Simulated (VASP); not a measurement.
LiCl:

```
CELL_PARAMETERS angstrom
0.00000 2.73304 2.73304
2.73304 0.00000 2.73304
2.73304 2.73304 0.00000
ATOMIC_POSITIONS crystal
Li 0.00000 0.00000 0.00000
Cl 0.25000 0.25000 0.25000
```

Base run:

```yaml
Program: VASP 6.6.1
Functional: HSE06
Potentials_or_basis: VASP PAW PBE potentials, release 64 (Li_sv, Cl)
Cutoff: 520 eV
k_mesh: 6 × 6 × 6
Occupations: gaussian, width 0.01 eV
Spin: no spin polarisation
```

Its results: band gap on the k mesh 7.39 eV, direct.

**Question.** After a change of settings the same cell gave: band gap on the k mesh 6.06 eV, direct. Which change was it?
A. functional from HSE06 to r2SCAN
B. functional from HSE06 to PBE0
C. functional from HSE06 to PBE; further incar settings from ALGO = Normal; EDIFF = 1e-07; NBANDS = 12 to ALGO = Normal; EDIFF = 1e-06; NBANDS = 12

**Answer.** C.
